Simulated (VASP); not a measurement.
The system is La2HfO2.

```
CELL_PARAMETERS angstrom
3.99635 0.00000 0.00000
-1.99818 3.46094 0.00000
0.00000 0.00000 8.60726
ATOMIC_POSITIONS crystal
La 0.00000 0.00000 0.78916
La 0.00000 0.00000 0.21084
Hf 0.33333 0.66667 0.00000
O 0.33333 0.66667 0.68938
O 0.33333 0.66667 0.31062
```

The cell was built from a structure type or drawn by symmetry, and may not be a known phase.

| Property | Result |
| --- | --- |
| Program | VASP 6.6.1 |
| Task | relaxation of cell and atoms |
| Functional | PBE |
| Potentials or basis | VASP PAW PBE potentials, release 64 (La, Hf_pv, O) |
| Cutoff | 600 eV |
| k mesh | 6 × 6 × 2 |
| Occupations | gaussian, width 0.1 eV |
| Spin | no spin polarisation |

At the start: pressure 3.9 GPa; volume 23.81 Å³/atom.

Task: How do energy, volume and symmetry change on relaxing?

Result: Over 24 steps the energy falls by 980.0 meV/atom and the volume is 24.90 Å³/atom (+4.6 %); space group P-6m2 (No. 187, to 0.1 Å) before and after.

Step by step:
```
step  energy change (eV)  largest force (eV/Å)  pressure (GPa)  volume (Å³)
   1              0.0000                4.9515            3.86       119.05
   2             -2.4913                2.1148           -0.87       129.16
   3             -3.0064                1.4121           -3.32       134.03
   4             -3.4077                1.0693           -7.78       144.07
   5             -3.8515                1.2115            7.22       116.53
   6             -4.0600                0.9799            0.43       125.78
   7             -4.4026                1.0387            0.77       121.40
   8             -4.4358                0.5773            8.06       113.43
   9             -4.5250                0.9126            1.98       118.75
  10             -4.5893                0.6474            4.72       115.67
  11             -4.6411                0.4061            1.94       120.90
  12             -4.6740                0.1058            2.73       118.92
  13             -4.7756                0.6046           -1.38       124.21
  14             -4.7757                0.6219           -1.53       124.42
  15             -4.8299                0.5937           -0.72       123.46
  16             -4.8608                0.5503            0.45       122.16
  17             -4.8614                0.5407            0.67       121.91
  18             -4.8916                0.1922            0.56       122.79
  19             -4.8970                0.0495            0.56       123.30
  20             -4.8971                0.0538            0.56       123.34
  21             -4.8980                0.1151           -0.46       124.92
  22             -4.8989                0.0912           -0.05       124.27
  23             -4.8995                0.0635           -0.03       124.37
  24             -4.9001                0.0232           -0.01       124.51
```

Final structure:
```
CELL_PARAMETERS angstrom
3.95741 0.00000 0.00000
-1.97871 3.42722 0.00000
0.00000 0.00000 9.17993
ATOMIC_POSITIONS crystal
La 0.00000 0.00000 0.70282
La 0.00000 0.00000 0.29718
Hf 0.33333 0.66667 0.00000
O 0.33333 0.66667 0.77483
O 0.33333 0.66667 0.22517
```

Caveat: the k points lie up to 0.34 Å⁻¹ apart in the final cell, too coarse for converged energies and pressures of a metal.
